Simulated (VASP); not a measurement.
Crystal: ZnMo3.

```
Zn Mo
1.0
     5.62356    0.00000    0.00000
    -2.81178    4.87015    0.00000
     0.00000    0.00000    4.51378
Zn Mo
2 6
Cartesian
  0.0000 3.2468 1.1284
  2.8118 1.6234 3.3853
  2.8118 3.2435 1.1284
  -1.4031 4.0568 3.3853
  1.4087 0.8133 1.1284
  0.0000 1.6266 3.3853
  4.2149 0.8133 1.1284
  1.4031 4.0568 3.3853
```

```yaml
Program: VASP 6.6.1
Task: relaxation of cell and atoms
Functional: PBE
Potentials_or_basis: VASP PAW PBE potentials, release 64 (Zn, Mo_sv)
Cutoff: 600 eV
k_mesh: 6 × 6 × 4
Occupations: gaussian, width 0.1 eV
Spin: no spin polarisation
```

At the start: pressure -2.0 GPa; volume 15.45 Å³/atom.

Problem. How do energy, volume and symmetry change on relaxing?

Solution. Over 9 steps the energy falls by 47.4 meV/atom and the volume is 15.44 Å³/atom (-0.1 %); space group P6_3/mmc (No. 194, to 0.1 Å) before and after.

The path:
```
step  energy change (eV)  largest force (eV/Å)  pressure (GPa)  volume (Å³)
   1              0.0000                1.2467           -2.04       123.62
   2             -0.3104                0.1806            5.52       120.09
   3             -0.3128                0.2938            4.86       120.34
   4             -0.3011                0.2595           -3.98       126.78
   5             -0.3726                0.0058            0.29       123.32
   6             -0.3783                0.0609           -0.36       123.72
   7             -0.3783                0.0574           -0.28       123.70
   8             -0.3785                0.0105            0.50       123.32
   9             -0.3788                0.0213            0.13       123.49
```

Final structure:
```
Zn Mo
1.0
     5.57622    0.00000    0.00000
    -2.78811    4.82915    0.00000
     0.00000    0.00000    4.58603
Zn Mo
2 6
Direct
  0.33333 0.66667 0.25000
  0.66667 0.33333 0.75000
  0.84086 0.68172 0.25000
  0.15914 0.84086 0.75000
  0.31828 0.15914 0.25000
  0.15914 0.31828 0.75000
  0.84086 0.15914 0.25000
  0.68172 0.84086 0.75000
```
